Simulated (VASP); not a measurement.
# Si3Se2 (P6/mmm) in VASP: relaxation of cell and atoms with PBE

Aim: the relaxation of cell and atoms of Si3Se2 with PBE.

All numbers are computed with VASP 6.6.1; they aren't measurements. Logs are shortened: lines on timing, memory, paths and dates and some standing lists are left out, and cuts for length are marked.

### Step 1. The cell of the first run

Symmetry: P6/mmm, No. 191, hexagonal system. Conventional cell: a = 4.219 Å, b = 4.219 Å, c = 6.482 Å, α = 90.00°, β = 90.00°, γ = 120.00°. Within 2.8 Å of Si (site symmetry mmm) lie 4 Si at 2.11 Å. Se (site symmetry -6m2) has 3 Se at 2.44 Å within 3.2 Å.

The cell was built from a structure type or drawn by symmetry, and may not be a known phase.

### Step 2. Relaxation of cell and atoms, PBE

INCAR reads:

```
PREC = Accurate
ENCUT = 500
EDIFF = 1E-7
ISMEAR = 0
SIGMA = 0.2
LREAL = F
LASPH = T
NELM = 120
ALGO = Normal
ISIF = 3
LWAVE = F
LCHARG = F
GGA = PE
IBRION = 2
NSW = 36
EDIFFG = -0.08
GGA_COMPAT = F
NELMIN = 4
```

KPOINTS reads:

```
Automatic mesh
0
Gamma
  4 4 3
```

POSCAR reads:

```
Si3Se2
1.0
    4.2189323700      0.0000000000      0.0000000000
   -2.1094661800      3.6537026100      0.0000000000
    0.0000000000      0.0000000000      6.4823007500
Si Se
3 2
Direct
    0.5000000000      0.0000000000      0.0000000000
    0.0000000000      0.5000000000      0.0000000000
    0.5000000000      0.5000000000      0.0000000000
    0.3333333300      0.6666666700      0.5000000000
    0.6666666700      0.3333333300      0.5000000000
```

Potentials or basis: VASP PAW PBE potentials, release 64 (Si, Se).

Launch:

```
$ cat potpaw_PBE.64/Si/POTCAR potpaw_PBE.64/Se/POTCAR > POTCAR
$ mpirun -np 1 vasp_std > vasp.out
```

OUTCAR:

```text
PREC = Accurate
   ENCUT = 500
   EDIFF = 1E-7
   ISMEAR = 0
   LREAL = F
   LASPH = T
   NELM = 120
   ISIF = 3
   GGA = PE
   IBRION = 2
   NSW = 36
   EDIFFG = -0.08
   NELMIN = 4

 ion  position               nearest neighbor table
   1  0.500  0.000  0.000-   3 2.11   3 2.11   2 2.11   2 2.11
   2  0.000  0.500  0.000-   3 2.11   3 2.11   1 2.11   1 2.11
   3  0.500  0.500  0.000-   1 2.11   1 2.11   2 2.11   2 2.11
   4  0.333  0.667  0.500-   5 2.44   5 2.44   5 2.44
   5  0.667  0.333  0.500-   4 2.44   4 2.44   4 2.44

  LATTYP: Found a hexagonal cell.
 ALAT       =     4.2189323700
 C/A-ratio  =     1.5364789434

  Lattice vectors:

 A1 = (   4.2189323700,   0.0000000000,   0.0000000000)
 A2 = (  -2.1094661800,   3.6537026100,   0.0000000000)
 A3 = (   0.0000000000,   0.0000000000,   6.4823007500)

Analysis of symmetry for initial positions (statically):
=====================================================================
 Subroutine PRICEL returns:
 Original cell was already a primitive cell.

 Routine SETGRP: Setting up the symmetry group for a
 hexagonal supercell.

 Subroutine GETGRP returns: Found 24 space group operations
 (whereof 24 operations were pure point group operations)
 out of a pool of 24 trial point group operations.

The static configuration has the point symmetry D_6h.

Analysis of symmetry for dynamics (positions and initial velocities):
=====================================================================
 Subroutine PRICEL returns:
 Original cell was already a primitive cell.

 Routine SETGRP: Setting up the symmetry group for a
 hexagonal supercell.

 Subroutine GETGRP returns: Found 24 space group operations
 (whereof 24 operations were pure point group operations)
 out of a pool of 24 trial point group operations.

The dynamic configuration has the point symmetry D_6h.

 Subroutine INISYM returns: Found 24 space group operations
 (whereof 24 operations are pure point group operations),
 and found     1 'primitive' translations

----------------------------------------------------------------------------------------

                                     Primitive cell

  volume of cell :      99.9229

  direct lattice vectors                    reciprocal lattice vectors
     4.218932370  0.000000000  0.000000000     0.237026791  0.136847481  0.000000000
    -2.109466180  3.653702610  0.000000000     0.000000000  0.273694963  0.000000000
     0.000000000  0.000000000  6.482300750     0.000000000  0.000000000  0.154266215

  length of vectors
     4.218932370  4.218932368  6.482300750     0.273694963  0.273694963  0.154266215

  position of ions in fractional coordinates (direct lattice)
     0.500000000  0.000000000  0.000000000
     0.000000000  0.500000000  0.000000000
     0.500000000  0.500000000  0.000000000
     0.333333330  0.666666670  0.500000000
     0.666666670  0.333333330  0.500000000

  ion indices of the primitive-cell ions
   primitive index   ion index
                 1           1
                 2           2
                 3           3
                 4           4
                 5           5

----------------------------------------------------------------------------------------

 KPOINTS: Automatic mesh

Automatic generation of k-mesh.
 Grid dimensions read from file:
 generate k-points for:    4    4    3

 Generating k-lattice:

  Cartesian coordinates                     Fractional coordinates (reciprocal lattice)
     0.059256698  0.034211870  0.000000000     0.250000000  0.000000000  0.000000000
     0.000000000  0.068423741  0.000000000     0.000000000  0.250000000  0.000000000
     0.000000000  0.000000000  0.051422072     0.000000000  0.000000000  0.333333333

  Length of vectors
     0.068423741  0.068423741  0.051422072

  Shift w.r.t. Gamma in fractional coordinates (k-lattice)
     0.000000000  0.000000000  0.000000000

 Subroutine IBZKPT returns following result:
 ===========================================

 Found      8 irreducible k-points:

 Following reciprocal coordinates:
            Coordinates               Weight
  0.000000  0.000000  0.000000      1.000000
  0.250000  0.000000  0.000000      6.000000
  0.500000  0.000000  0.000000      3.000000
  0.250000  0.250000  0.000000      6.000000
  0.000000  0.000000  0.333333      2.000000
  0.250000  0.000000  0.333333     12.000000
  0.500000  0.000000  0.333333      6.000000
  0.250000  0.250000  0.333333     12.000000
   k-points           NKPTS =      8   k-points in BZ     NKDIM =      8   number of bands    NBANDS=     16
   number of dos      NEDOS =    301   number of ions     NIONS =      5
   total plane-waves  NPLWV =  49152
   dimension x,y,z NGX =    32 NGY =   32 NGZ =   48
   dimension x,y,z NGXF=    64 NGYF=   64 NGZF=   96
   ions per type =               3   2
   NGX,Y,Z   is equivalent  to a cutoff of  12.61, 12.61, 12.31 a.u.
   NGXF,Y,Z  is equivalent  to a cutoff of  25.22, 25.22, 24.62 a.u.
 SYSTEM =  unknown system
   PREC   = accura    normal or accurate (medium, high low for compatibility)
   ISTART =      0    job   : 0-new  1-cont  2-samecut
   ICHARG =      2    charge: 1-file 2-atom 10-const
   ISPIN  =      1    spin polarized calculation?
   LNONCOLLINEAR =      F non collinear calculations
   LSORBIT =      F    spin-orbit coupling
   LASPH  =      T    aspherical Exc in radial PAW
   ENCUT  =  500.0 eV  36.75 Ry    6.06 a.u.   7.69  7.69 11.82*2*pi/ulx,y,z
   NELM   =    120;   NELMIN=  4; NELMDL= -5     # of ELM steps
   EDIFF  = 0.1E-06   stopping-criterion for ELM
   LREAL  =      F    real-space projection
   EDIFFG = -.8E-01   stopping-criterion for IOM
   NSW    =     36    number of steps for IOM
   IBRION =      2    ionic relax: 0-MD 1-quasi-New 2-CG
   NFREE  =      1    steps in history (QN), initial steepest desc. (CG)
   ISIF   =      3    stress and relaxation
   ISYM   =      2    0-nonsym 1-usesym 2-fastsym
   POTIM  = 0.5000    time-step for ionic-motion
   TEBEG  =    0.0;   TEEND  =   0.0 temperature during run
   PSTRESS=    0.0 pullay stress
   NELECT =      24.0000    total number of electrons
   NUPDOWN=      -1.0000    fix difference up-down
   EMIN   =  10.00;   EMAX   =-10.00  energy-range for DOS
   EFERMI =   0.00;   METHOD = LEGACY
   ISMEAR =     0;   SIGMA  =   0.20  broadening in eV -4-tet -1-fermi 0-gaus
   EFERMI_NEDOS =   21; number of points for ismear=-14 and -15
   IALGO  =     38    algorithm
   IMIX   =      4    mixing-type and parameters
     AMIX     =   0.40;   BMIX     =  1.00
     AMIX_MAG =   1.60;   BMIX_MAG =  1.00
  volume/ion in A,a.u.               =      19.98       134.86
  Fermi-wavevector in a.u.,A,eV,Ry     =   1.017631  1.923043 14.089820  1.035573
  Thomas-Fermi vector in A             =   2.151043
   LORBIT       =      0    0 simple, 1 ext, 2 COOP (PROOUT), +10 PAW based schemes
   GGA     = PE    functional components
   LHFCALC =     F    Hartree Fock is set to
   AEXX    =    0.0000 exact exchange contribution
   IVDW    =     0    specifies the selected vdW correction
   LEPSILON=     F    determine dielectric tensor
   LRPA    =     F    only Hartree local field effects (RPA)
 conjugate gradient relaxation of ions
 non-spin polarized calculation
 Gauss-broadening in eV      SIGMA  =   0.20
  energy-cutoff  :      500.00
  volume of cell :       99.92
 maximum number of plane-waves:      2556
 NGX is ok and might be reduce to    32
   NGX = 15   NGY = 15   NGZ = 23

--------------------------------------- Ionic step        1  -------------------------------------------

 number of electron      23.9999999 magnetization

 Free energy of the ion-electron system (eV)
  ---------------------------------------------------
  ext. energy  EPLUGINS =         0.00000000
  ---------------------------------------------------
  free energy    TOTEN  =       -16.25225642 eV

  energy without entropy =      -16.15700070  energy(sigma->0) =      -16.20462856

------------------------ aborting loop because EDIFF is reached ----------------------------------------

  FORCE on cell =-STRESS in cart. coord.  units (eV):
  Direction    XX          YY          ZZ          XY          YZ          ZX
  --------------------------------------------------------------------------------------
  -------------------------------------------------------------------------------------
  Total       24.5315684     24.5315684      4.3980016      0.0000000      0.0000000      0.0000000
  in kB      393.3425799    393.3425801     70.5181699      0.0000005      0.0000000      0.0000000
  external PRESSURE =     285.7344433 kB  Pullay stress =       0.0000000 kB
[... 98 lines left out ...]
  FREE ENERGIE OF THE ION-ELECTRON SYSTEM (eV)
  ---------------------------------------------------
  free  energy   TOTEN  =       -19.2739740304 eV

  energy  without entropy=      -19.1627578501  energy(sigma->0) =      -19.21836594

 E-fermi :   4.3902     XC(G=0):  -9.1103

 val. band max:        4.2579006216   @ k =   0.0000   0.0000   0.3333
 cond. band min:       4.7186462360   @ k =   0.5000   0.0000   0.0000
 fundamental gap:      0.4607456144
 Fermi energy:         4.3901539008

 k-point     1 :       0.0000    0.0000    0.0000
  band No.  band energies     occupation
      1     -10.2238      2.00000
      2      -7.2245      2.00000
      3      -5.5865      2.00000
      4      -1.7270      2.00000
      5      -1.0245      2.00000
      6      -1.0245      2.00000
[... 8 lines left out ...]
     15       5.9305      0.00000
     16       5.9313      0.00000
[... 116 lines left out ...]
  band No.  band energies     occupation
      1      -9.2646      2.00000
      2      -8.3667      2.00000
      3      -5.5618      2.00000
      4      -4.2299      2.00000
      5      -1.6850      2.00000
      6      -0.1240      2.00000
[... 8 lines left out ...]
     15       6.7060      0.00000
     16       6.8181      0.00000

 E-fermi :   8.9801     XC(G=0): -10.3975

 val. band max:        8.9078252228   @ k =   0.2500   0.0000   0.0000
 cond. band min:       9.1143772807   @ k =   0.5000   0.0000   0.3333
 fundamental gap:      0.2065520579
 Fermi energy:         8.9800541302

 k-point     1 :       0.0000    0.0000    0.0000
  band No.  band energies     occupation
      1     -10.8338      2.00000
      2      -8.1284      2.00000
      3      -2.3599      2.00000
      4      -2.3599      2.00000
      5       1.6902      2.00000
      6       1.6902      2.00000
[... 8 lines left out ...]
     15      10.1632      0.00000
     16      12.3116      0.00000
[... 116 lines left out ...]
  band No.  band energies     occupation
      1      -8.8667      2.00000
      2      -8.0671      2.00000
      3      -3.2495      2.00000
      4      -2.3894      2.00000
      5      -1.4121      2.00000
      6       0.6829      2.00000
[... 8 lines left out ...]
     15      11.2509      0.00000
     16      12.2986      0.00000

[... ionic steps 4 to 9 ...]

--------------------------------------- Ionic step       10  -------------------------------------------

 number of electron      24.0000003 magnetization

------------------------ aborting loop because EDIFF is reached ----------------------------------------

  FORCE on cell =-STRESS in cart. coord.  units (eV):
  Direction    XX          YY          ZZ          XY          YZ          ZX
  --------------------------------------------------------------------------------------
  -------------------------------------------------------------------------------------
  Total        0.9200467      0.9200467      1.2395404      0.0000000     -0.0000000      0.0000000
  in kB       13.5529992     13.5529992     18.2593899      0.0000000     -0.0000000      0.0000000
  external PRESSURE =      15.1217961 kB  Pullay stress =       0.0000000 kB
[... 63 lines left out ...]
  energy  without entropy=      -20.7497727861  energy(sigma->0) =      -20.75864102

--------------------------------------- Ionic step       12  -------------------------------------------

 number of electron      23.9999998 magnetization

 Free energy of the ion-electron system (eV)
  ---------------------------------------------------
  ext. energy  EPLUGINS =         0.00000000
  ---------------------------------------------------
  free energy    TOTEN  =       -20.77025954 eV

  energy without entropy =      -20.75391093  energy(sigma->0) =      -20.76208524

 E-fermi :   4.8225     XC(G=0):  -9.2811

 val. band max:        4.5769750344   @ k =   0.2500   0.0000   0.3333
 cond. band min:       4.8424734430   @ k =   0.0000   0.0000   0.3333
 fundamental gap:      0.2654984086
 Fermi energy:         4.8224754864

 k-point     1 :       0.0000    0.0000    0.0000
  band No.  band energies     occupation
      1     -10.0982      2.00000
      2      -6.9603      2.00000
      3      -5.0329      2.00000
      4      -1.6104      2.00000
      5      -0.8985      2.00000
      6      -0.8985      2.00000
[... 8 lines left out ...]
     15       6.2160      0.00000
     16       6.2160      0.00000
[... 163 lines left out ...]
  FREE ENERGIE OF THE ION-ELECTRON SYSTEM (eV)
  ---------------------------------------------------
  free  energy   TOTEN  =       -20.7702595418 eV

  energy  without entropy=      -20.7539109310  energy(sigma->0) =      -20.76208524

 reached required accuracy - stopping structural energy minimisation
```

It took 5.4 min on 1 thread of Intel Xeon 8259CL, shared host; peak memory 0.22 GiB.

What came out:

```
Free energy                           : -20.7703 eV
Relaxed volume                        : 22.30 Å³/atom
Relaxed cell                          : a = 5.023 Å, b = 5.023 Å, c = 5.104 Å, α = 90.00°, β = 90.00°, γ = 120.00°
Space group after relaxing (to 0.1 Å) : P6/mmm (No. 191)
Pressure after relaxing               : 0.0 GPa
Band gap on the k mesh                : zero (bands 12 and 13 overlap by 0.98 eV)
```

Final structure:
```cif
data_structure
_symmetry_space_group_name_H-M 'P 1'
_symmetry_Int_Tables_number 1
_cell_length_a 5.0227
_cell_length_b 5.0227
_cell_length_c 5.1043
_cell_angle_alpha 90.000
_cell_angle_beta 90.000
_cell_angle_gamma 120.000
_cell_volume 111.52
loop_
_atom_site_label
_atom_site_type_symbol
_atom_site_fract_x
_atom_site_fract_y
_atom_site_fract_z
_atom_site_occupancy
Si1 Si 0.50000 0.00000 0.00000 1
Si2 Si 0.00000 0.50000 0.00000 1
Si3 Si 0.50000 0.50000 0.00000 1
Se1 Se 0.33333 0.66667 0.50000 1
Se2 Se 0.66667 0.33333 0.50000 1
```

Caveat: the k points lie up to 0.41 Å⁻¹ apart in the final cell, too coarse for converged energies and pressures of a metal; a cell axis changed by over 15 % at a fixed basis, so the end point is rough.
